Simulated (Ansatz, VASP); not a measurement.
# Two plane-wave programs on HfSi3O8

```xyz
12
Lattice="5.5015 0.0000 0.0000 0.0000 5.5015 0.0000 0.0000 0.0000 7.9864" Properties=species:S:1:pos:R:3 pbc="T T T"
Hf    0.0000    0.0000    3.9932
Si    2.7507    0.0000    6.2237
Si    0.0000    2.7507    1.7627
Si    2.7507    2.7507    0.0000
O     4.0368    0.0000    5.2440
O     1.3702    2.7507    0.8712
O     1.4647    0.0000    5.2440
O     4.1313    2.7507    0.8712
O     0.0000    1.4647    2.7424
O     2.7507    4.1313    7.1152
O     0.0000    4.0368    2.7424
O     2.7507    1.3702    7.1152
```

Alike in both runs: task single point; functional PBE; k mesh 4 × 4 × 2; occupations gaussian, width 0.1 eV; no spin polarisation.

```csv
,VASP,Ansatz
version,VASP 6.6.1,Ansatz 0.2.0
potentials or method,"VASP PAW PBE potentials, release 64 (Hf_pv, Si, O), cutoff 520 eV","scalar-relativistic, plane waves, PAW"
valence electrons in the cell,70,86
```

|  | VASP | Ansatz | Ansatz less VASP |
| --- | --- | --- | --- |
| gap on the k mesh at the Fermi level (eV) | 4.66 | 4.66 | +0.003 |
| least direct gap on the mesh (eV) | 4.71 | 4.71 | +0.003 |
| pressure (GPa) | -0.2 | 0.0 | +0.25 |
| rms of the force components (eV/Å) | 0.065 | 0.003 | -0.0616 |

Atom by atom the forces differ by 0.068 eV/Å (rms over components). VASP's potentials hold 70 valence electrons a cell and Ansatz's 86, so a difference there can come from the potentials and not from the codes.

Neither program's run includes spin-orbit coupling.
